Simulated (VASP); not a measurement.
## C12F: single point with PBEsol

System: C12F, a slab with vacuum.

```
C F
1.0
     1.77690   -1.77690    0.00000
     0.00000    1.77690   -1.77690
    22.27569   22.27569   22.27569
C F
24 2
Direct
  0.99979 0.00347 0.79892
  0.99792 0.99782 0.32062
  0.99882 0.99999 0.48008
  0.99906 0.00184 0.63953
  0.99742 0.99682 0.20108
  0.99837 0.99846 0.36049
  0.99908 0.00054 0.51994
  0.99921 0.00216 0.67938
  0.33079 0.66355 0.21418
  0.33175 0.66523 0.37378
  0.33241 0.66732 0.53322
  0.33236 0.66889 0.69267
  0.33088 0.66365 0.25417
  0.33175 0.66562 0.41365
  0.33242 0.66760 0.57309
  0.33263 0.66949 0.73254
  0.66428 0.33045 0.26746
  0.66518 0.33246 0.42694
  0.66580 0.33441 0.58637
  0.66595 0.33626 0.74583
  0.66452 0.33098 0.30733
  0.66546 0.33322 0.46680
  0.66575 0.33509 0.62624
  0.66638 0.33665 0.78582
  0.99991 0.00413 0.83417
  0.99729 0.99669 0.16583
```

- Program: VASP 6.6.1
- Task: single point
- Functional: PBEsol
- Potentials or basis: VASP PAW PBE potentials, release 64 (C, F)
- Cutoff: 520 eV
- k mesh: 6 × 6 × 1
- Occupations: fermi-dirac, width 0.05 eV
- Spin: no spin polarisation
- Dipole correction: no
- Further INCAR settings: LREAL = Auto; ALGO = Normal; EDIFF = 1e-06; NBANDS = 74

```
Largest force          : 0.449 eV/Å
Band gap on the k mesh : 4.10 eV (least direct gap 4.90 eV)
```

Forces in eV/Å, atoms in the order of the input:
```
C   -0.241 -0.248 -0.228
C   -0.006 -0.011 -0.012
C    0.001 -0.002 -0.005
C   -0.010 -0.016 -0.015
C    0.248  0.243  0.230
C    0.005  0.010  0.013
C   -0.002  0.003  0.005
C   -0.004  0.015  0.011
C   -0.012 -0.010 -0.010
C   -0.010 -0.006 -0.008
C    0.000 -0.002  0.000
C    0.016 -0.008 -0.003
C    0.005  0.009  0.004
C    0.009  0.007  0.006
C    0.005  0.007  0.000
C    0.001  0.009  0.006
C   -0.003 -0.001 -0.001
C   -0.011 -0.003 -0.009
C   -0.012 -0.001 -0.011
C   -0.005 -0.013 -0.015
C    0.008  0.004  0.003
C   -0.001 -0.001  0.007
C    0.010  0.007  0.013
C    0.009  0.014  0.010
F    0.257  0.253  0.266
F   -0.257 -0.257 -0.259
```

Levels at points of the mesh, in eV from the valence-band top:
| k point | band 51 | band 52 | band 53 | band 54 | band 55 | band 56 | band 57 | band 58 | band 59 | band 60 |
| --- | --- | --- | --- | --- | --- | --- | --- | --- | --- | --- |
| (0.00, 0.00, 0.00) | -0.29 | -0.04 | -0.04 | 0.00 | 0.00 | 4.90 | 4.94 | 5.59 | 5.61 | 5.88 |
| (0.50, 0.00, 0.00) | -3.33 | -3.03 | -3.02 | -2.01 | -2.01 | 4.54 | 4.56 | 4.74 | 4.83 | 4.98 |
| (0.00, 0.50, 0.00) | -3.32 | -3.03 | -3.02 | -2.01 | -2.01 | 4.54 | 4.55 | 4.73 | 4.82 | 4.98 |
| (0.50, 0.50, 0.00) | -3.33 | -3.03 | -3.02 | -2.01 | -2.01 | 4.54 | 4.56 | 4.74 | 4.83 | 4.98 |

Wall time 7.2 min on 1 thread of AMD EPYC 9R45 96-Core Processor (Zen 5), with other jobs on the host, peak memory 0.39 GiB.

Caveat: the k points lie up to 0.48 Å⁻¹ apart; there is no dipole correction, which matters where the two faces differ; the PAW data sets were made with another functional, which shifts forces and pressure a little.
